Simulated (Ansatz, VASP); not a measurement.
## Two plane-wave programs on PbSe

```xyz
2
Lattice="0.0000 3.0887 3.0887 3.0887 0.0000 3.0887 3.0887 3.0887 0.0000" Properties=species:S:1:pos:R:3 pbc="T T T"
Pb    0.0000    0.0000    0.0000
Se    3.0887    3.0887    3.0887
```

Alike in both runs: task single point; functional HSE06; k mesh 6 × 6 × 6; no spin polarisation.

|  | VASP | Ansatz |
| --- | --- | --- |
| version | VASP 6.6.1 | Ansatz 0.2.0 |
| potentials or method | VASP PAW PBE potentials, release 64 (Pb_d, Se) | plane waves, PAW |
| plane-wave cutoff (eV) | 520 | 420 |
| occupations | gaussian, width 0.01 eV | fixed |
| valence electrons in the cell | 20 | 30 |

```csv
,VASP,Ansatz,Ansatz less VASP
gap on the k mesh at the Fermi level (eV),0.80,0.79,-0.013
pressure (GPa),-0.3,-0.2,+0.10
```

VASP's potentials hold 20 valence electrons a cell and Ansatz's 30, so a difference there can come from the potentials and not from the codes. Ansatz's warnings: stress exchange threshold loose, stress scf threshold loose.

Spin-orbit coupling is off throughout.
